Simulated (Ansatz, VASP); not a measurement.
**One calculation of ZrC, two programs**

```
Zr C
1.0
     0.00000    2.33458    2.33458
     2.33458    0.00000    2.33458
     2.33458    2.33458    0.00000
Zr C
1 1
Direct
  0.50000 0.50000 0.50000
  0.00000 0.00000 0.00000
```

Alike in both runs: task single point; functional PBEsol; k mesh 12 × 12 × 12; occupations gaussian, width 0.05 eV; no spin polarisation.

```csv
,VASP,Ansatz
version,VASP 6.6.1,Ansatz 0.2.0
potentials or method,"VASP PAW PBE potentials, release 64 (Zr_sv, C), cutoff 520 eV","scalar-relativistic, plane waves, PAW"
valence electrons in the cell,16,16
```

Ansatz gave:

```
pressure (GPa) : 0.0
```

Question: Which values does VASP return?

Answer: Pressure (GPa): 0.4.

VASP's potentials were made for PBE, not for PBEsol. With one functional, cell and mesh, what is left measures potentials, basis and numerics.
